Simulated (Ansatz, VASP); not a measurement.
## One calculation of Cs2SrBr4, two programs

```xyz
7
Lattice="8.6373 0.0000 0.0000 0.0000 8.6373 0.0000 0.0000 0.0000 4.7201" Properties=species:S:1:pos:R:3 pbc="T T T"
Cs    4.3187    0.0000    2.3601
Cs    0.0000    4.3187    2.3601
Sr    0.0000    0.0000    0.0000
Br    2.0607    2.0607    0.0000
Br    6.5766    2.0607    0.0000
Br    6.5766    6.5766    0.0000
Br    2.0607    6.5766    0.0000
```

Alike in both runs: functional PBE; k mesh 2 × 2 × 4; occupations gaussian, width 0.1 eV; no spin polarisation.

Ansatz relaxed the structure, and its values are those at the end. VASP's run is a single point on that final structure, the one shown.

```csv
,VASP,Ansatz
version,VASP 6.6.1,Ansatz 0.2.0
potentials or method,"VASP PAW PBE potentials, release 64 (Cs_sv, Sr_sv, Br), cutoff 520 eV","scalar-relativistic, plane waves, PAW"
valence electrons in the cell,56,56
```

|  | VASP | Ansatz | Ansatz less VASP |
| --- | --- | --- | --- |
| gap on the k mesh at the Fermi level (eV) | 2.77 | 2.79 | +0.015 |
| least direct gap on the mesh (eV) | 2.87 | 2.88 | +0.010 |
| pressure (GPa) | 0.2 | 0.2 | -0.04 |
| rms of the force components (eV/Å) | 0.017 | 0.008 | -0.0089 |

Neither program's run includes spin-orbit coupling.
